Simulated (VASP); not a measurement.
Al3B5Ru:

```
Al B Ru
1.0
     5.58115    0.00000    0.00000
    -2.79058    4.83342    0.00000
     0.00000    0.00000    3.40242
Al B Ru
3 5 1
Direct
  0.59648 0.00000 0.00000
  0.00000 0.59648 0.00000
  0.40352 0.40352 0.00000
  0.23298 0.00000 0.50000
  0.00000 0.23298 0.50000
  0.76702 0.76702 0.50000
  0.33333 0.66667 0.50000
  0.66667 0.33333 0.50000
  0.00000 0.00000 0.00000
```

```yaml
Program: VASP 6.6.1
Task: relaxation of cell and atoms
Functional: PBE
Potentials_or_basis: VASP PAW PBE potentials, release 64 (Al, B, Ru_pv)
Cutoff: 600 eV
k_mesh: 6 × 6 × 6
Occupations: gaussian, width 0.1 eV
Spin: no spin polarisation
```

At the start: pressure 1.3 GPa; volume 10.20 Å³/atom.

Where does the relaxation end?

Over 13 steps the energy falls by 375.4 meV/atom and the volume is 9.53 Å³/atom (-6.5 %); space group P-62m (No. 189, to 0.05 Å).

The path:
```csv
step,energy change (eV),largest force (eV/Å),pressure (GPa),volume (Å³)
1,0.0000,2.7979,1.34,91.78
2,-1.7053,2.1551,-10.63,92.89
3,-2.2923,1.2433,-15.60,93.91
4,-2.6325,1.9808,10.97,81.95
5,-2.8721,1.2378,-1.12,86.16
6,-3.1726,0.6925,1.82,84.59
7,-3.2064,0.4751,3.74,83.87
8,-3.2936,0.3174,-1.10,86.01
9,-3.3026,0.2557,-2.98,86.95
10,-3.3690,0.1704,-0.77,86.16
11,-3.3736,0.1763,0.00,85.90
12,-3.3786,0.0446,0.12,85.83
13,-3.3788,0.0229,0.16,85.81
```

Final structure:
```xyz
9
Lattice="5.5354 0.0000 0.0000 -2.7677 4.7938 0.0000 0.0000 0.0000 3.2338" Properties=species:S:1:pos:R:3 pbc="T T T"
Al    3.1715    0.0000    0.0000
Al    3.9496    2.7466    0.0000
Al    1.1820    2.0472    0.0000
B     1.7485    0.0000    1.6169
B    -0.8742    1.5142    1.6169
B     1.8934    3.2795    1.6169
B     0.0000    3.1958    1.6169
B     2.7677    1.5979    1.6169
Ru    0.0000    0.0000    0.0000
```
